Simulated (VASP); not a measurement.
# HfO2: single point with PBEsol

HfO2:

```
Hf O
1.0
     4.87088    0.00000    0.00000
     0.00000    4.87088    0.00000
     0.00000    0.00000    3.23683
Hf O
2 4
Direct
  0.00000 0.00000 0.00000
  0.50000 0.50000 0.50000
  0.19498 0.80502 0.45982
  0.30502 0.30502 0.00000
  0.69498 0.69498 0.00000
  0.80502 0.19498 0.54018
```

| Quantity | Value |
| --- | --- |
| Program | VASP 6.6.1 |
| Task | single point |
| Functional | PBEsol |
| Potentials or basis | VASP PAW PBE potentials, release 64 (Hf_pv, O) |
| Cutoff | 520 eV |
| k mesh | 6 × 6 × 8 |
| Occupations | gaussian, width 0.05 eV |
| Spin | no spin polarisation |

* Pressure: -6.5 GPa
* Largest force: 1.649 eV/Å
* Band gap on the k mesh: 3.77 eV, direct

Forces on the atoms (eV/Å):
```
Hf   0.000  0.000  0.000
Hf   0.000  0.000  0.000
O    0.206 -0.206  1.623
O    0.114  0.114  0.000
O   -0.114 -0.114  0.000
O   -0.206  0.206 -1.623
```

Stress tensor (GPa, compression positive):
```
-5.93 -1.04  3.80
-1.04 -5.93 -3.80
 3.80 -3.80 -7.64
```

Levels at points of the mesh, in eV from the valence-band top:
```csv
k point,band 18,band 19,band 20,band 21,band 22,band 23,band 24,band 25,band 26,band 27
"(0.00, 0.00, 0.00)",-1.57,-0.73,-0.49,-0.47,0.00,3.77,3.92,5.03,5.39,5.40
"(0.50, 0.00, 0.00)",-2.71,-1.45,-1.41,-0.64,-0.63,4.41,4.47,5.87,5.90,6.24
"(0.50, 0.50, 0.00)",-1.72,-1.15,-1.11,-0.85,-0.82,4.00,4.00,5.40,5.49,6.40
"(0.00, 0.00, 0.50)",-2.14,-2.07,-1.96,-0.97,-0.93,5.29,5.34,5.79,5.91,6.05
"(0.50, 0.00, 0.50)",-1.76,-1.74,-1.61,-0.94,-0.84,4.00,4.02,6.03,6.22,6.54
"(0.50, 0.50, 0.50)",-2.04,-1.07,-1.06,-0.53,-0.52,4.87,4.90,5.60,5.79,6.19
```

Wall time 2.6 min on 1 thread of Intel Xeon 6975P-C, with other jobs on the host, peak memory 0.3 GiB.

Caveat: the PAW data sets were made with another functional, which shifts forces and pressure a little; spin-orbit coupling is left out, which moves the levels of the heavy elements. A k mesh can miss the band edges.
